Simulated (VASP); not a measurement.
A run of VASP 6.6.1:

The input INCAR:

```
ALGO = Normal ; EDIFF = 1E-7
ENCUT = 520 ; GGA = PE
ISIF = 2 ; ISMEAR = 0
LASPH = T ; LCHARG = F
LREAL = F ; LWAVE = F
NBANDS = 38 ; NELM = 80
PREC = Accurate ; SIGMA = 0.1
```

File KPOINTS:

```
k-points
0
Gamma
  4 4 6
```

File POSCAR:

```
NaF
1.0
    6.6541171283      0.0000000000      0.0000000000
    0.0000000000      4.6810370957      0.0000000000
    0.0000000000      0.0000000000      3.3294147790
Na F
4 4
Direct
    0.7500000000      0.0000000000      0.5000188161
    0.0000000000      0.5000000000      0.0000000000
    0.2500000000      0.0000000000      0.4999811839
    0.5000000000      0.5000000000      0.0000000000
    0.7500000000      0.5000000000      0.4999785625
    0.0000000000      0.0000000000      0.0000000000
    0.2500000000      0.5000000000      0.5000214375
    0.5000000000      0.0000000000      0.0000000000
```

Potentials or basis: VASP PAW PBE potentials, release 64 (Na_pv, F).

Run with:

```bash
$ cat potpaw_PBE.64/Na_pv/POTCAR potpaw_PBE.64/F/POTCAR > POTCAR
$ mpirun -np 1 vasp_std > vasp.out
```

Hardware: 1 thread of Intel(R) Xeon(R) Platinum 8375C CPU @ 2.90GHz (Ice Lake) (shared host).

**Question.** Estimate the wall time of this run.

**Answer.** Wall time 2.3 min on 1 thread of Intel(R) Xeon(R) Platinum 8375C CPU @ 2.90GHz (Ice Lake), with other jobs on the host, peak memory 0.26 GiB. Counts: scf iterations 15, k points 36.
